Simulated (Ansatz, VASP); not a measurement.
Two plane-wave programs on GaAs

Contents of INCAR:

```
PREC = Accurate ; ENCUT = 520
EDIFF = 1E-7 ; ISMEAR = -1
SIGMA = 0.05 ; LREAL = False
LASPH = True ; NELM = 80
ALGO = Normal ; ISIF = 2
LWAVE = False ; LCHARG = False
GGA = PS ; NBANDS = 16
```

File KPOINTS:

```
Automatic mesh
0
Gamma
  7 7 7
```

File POSCAR:

```
GaAs
1.0
    0.0000000000      2.7985815000      2.8268500000
    2.7985815000      0.0000000000      2.8268500000
    2.7985815000      2.7985815000      0.0000000000
As Ga
1 1
Direct
    0.7500000000      0.7500000000      0.7500000000
    0.0000000000      0.0000000000      0.0000000000
```

Contents of input.yaml:

```yaml
crystal:
  lattice:
    - [0.0, 2.7985815, 2.82685]
    - [2.7985815, 0.0, 2.82685]
    - [2.7985815, 2.7985815, 0.0]
  atoms:
    - { symbol: As, position: [0.75, 0.75, 0.75] }
    - { symbol: Ga, position: [0.0, 0.0, 0.0] }
hamiltonian:
  xc: pbesol
  pseudopotentials: { kind: paw }
kpoints:
  mp_grid: { grid: [7, 7, 7] }
  band_path:
    path:
      - [[0.0, 0.0, 0.0], [-0.5, 0.0, -0.5], [-0.5, -0.245025, -0.745025], [-0.3725125, -0.3725125, -0.745025], [0.0, 0.0, 0.0], [0.5, 0.5, 0.0], [0.3725125, 0.3725125, -0.254975], [0.0, 0.0, -0.5], [-0.25, 0.25, -0.5], [0.245025, 0.5, -0.254975], [0.5, 0.5, 0.0]]
      - [[-0.5, 0.0, -0.5], [-0.25, 0.25, -0.5]]
    npoints: 14
scf:
  occupations: { method: fermi_dirac, width: 0.05 }
  n_extra_bands: 6
output:
  forces: true
  stress: true
  eigenvalues: true
  fatbands: false
```

Alike in both runs: functional PBEsol; k mesh 7 × 7 × 7; occupations fermi-dirac, width 0.05 eV; no spin polarisation.

```csv
,VASP,Ansatz
version,VASP 6.6.1,Ansatz 0.2.0
potentials or method,"VASP PAW PBE potentials, release 64 (As, Ga_d)",Ansatz PAW
plane-wave cutoff (eV),520,420
valence electrons in the cell,18,28
task,single point,band structure
```

VASP gave:

| Property | Result |
| --- | --- |
| gap on the k mesh at the Fermi level (eV) | 0.59 |
| least direct gap on the mesh (eV) | 0.59 |
| pressure (GPa) | 1.8 |
| traceless stress, the component that is largest in VASP (GPa) | -0.42 |

Task: Estimate Ansatz's values.

Result: gap on the k mesh at the Fermi level (eV): 0.57; least direct gap on the mesh (eV): 0.57; pressure (GPa): 1.7; traceless stress, the component that is largest in VASP (GPa): -0.42.

VASP's potentials were made for PBE, not for PBEsol. VASP's potentials hold 18 valence electrons a cell and Ansatz's 28, so a difference there can come from the potentials and not from the codes.
